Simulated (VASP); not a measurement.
Crystal: As.

```
As
1.0
     1.88080    1.08588    3.51406
    -1.88080    1.08588    3.51406
     0.00000   -2.17176    3.51406
As
2
Direct
  0.22600 0.22600 0.22600
  0.77400 0.77400 0.77400
```

- Program: VASP 6.6.1
- Task: relaxation of cell and atoms
- Functional: RPBE
- Potentials or basis: VASP PAW PBE potentials, release 64 (As)
- Cutoff: 600 eV
- k mesh: 9 × 9 × 9
- Occupations: fermi-dirac, width 0.05 eV
- Spin: no spin polarisation

At the start: pressure 5.7 GPa; volume 21.53 Å³/atom.

Task: How do energy, volume and symmetry change on relaxing?

Result: Over 31 steps the energy falls by 101.0 meV/atom and the volume is 36.43 Å³/atom (+69.2 %); space group R-3m (No. 166, to 0.1 Å) before and after.

The path:
```
step  energy change (eV)  largest force (eV/Å)  pressure (GPa)  volume (Å³)
   1              0.0000                0.5163            5.72        43.06
   2             -0.0262                0.5613           -2.94        48.03
   3             -0.0538                0.1483            0.23        45.84
   4             -0.0562                0.0972            0.15        46.12
   5             -0.0594                0.0489           -0.04        46.90
   6             -0.0617                0.0347            0.00        47.07
   7             -0.0665                0.0118            0.16        47.58
   8             -0.0711                0.1182            0.57        48.52
   9             -0.0690                0.3123            1.52        50.10
  10             -0.0726                0.1745            1.00        49.19
  11             -0.0739                0.1914            0.90        49.43
  12             -0.0776                0.2401            0.63        50.17
  13             -0.0846                0.3280            0.20        51.62
  14             -0.1013                0.4671           -0.30        54.47
  15             -0.1424                0.6649           -0.70        59.96
  16             -0.1690                0.5745            0.41        70.10
  17             -0.1706                0.2728            0.20        61.80
  18             -0.1845                0.3035            0.48        66.04
  19             -0.2006                0.0408            0.10        70.90
  20             -0.2007                0.0610            0.08        71.19
  21             -0.2008                0.0940           -0.34        72.62
  22             -0.2011                0.0243           -0.15        71.98
  23             -0.2017                0.0373           -0.02        72.32
  24             -0.2017                0.0391            0.00        72.37
  25             -0.2017                0.0441            0.16        72.49
  26             -0.2018                0.0071            0.09        72.44
  27             -0.2019                0.0129            0.01        72.83
  28             -0.2019                0.0126            0.01        72.80
  29             -0.2019                0.0247           -0.06        72.95
  30             -0.2019                0.0087           -0.03        72.89
  31             -0.2019                0.0070            0.01        72.87
```

Final structure:
```
As
1.0
     1.82509    1.05372    6.31503
    -1.82509    1.05372    6.31503
     0.00000   -2.10744    6.31503
As
2
Direct
  0.20347 0.20347 0.20347
  0.79653 0.79653 0.79653
```

Caveat: the volume moved by over 15 % at a fixed basis, so the end points are rough; the PAW data sets were made with another functional, which shifts forces and pressure a little.
